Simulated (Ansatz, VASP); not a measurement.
**Sr: VASP beside Ansatz**

```
Sr
1.0
     4.19454    0.00000    0.00000
    -2.09727    3.63258    0.00000
     0.00000    0.00000    6.87853
Sr
2
Direct
  0.33333 0.66667 0.25000
  0.66667 0.33333 0.75000
```

Alike in both runs: task single point; functional PBEsol; k mesh 9 × 9 × 5; occupations gaussian, width 0.1 eV; no spin polarisation.

```csv
,VASP,Ansatz
version,VASP 6.6.1,Ansatz 0.2.0
potentials or method,"VASP PAW PBE potentials, release 64 (Sr_sv), cutoff 520 eV","scalar-relativistic, plane waves, PAW"
valence electrons in the cell,20,20
```

```tsv
	VASP	Ansatz	Ansatz less VASP
gap on the k mesh at the Fermi level (eV)	none	none	-
pressure (GPa)	0.0	0.0	-0.01
```

VASP's potentials were made for PBE, not for PBEsol. A gap of «none» marks a metal or a gap that the smearing closes. The functional is the same, so the differences come from potentials, cutoffs and numerics.
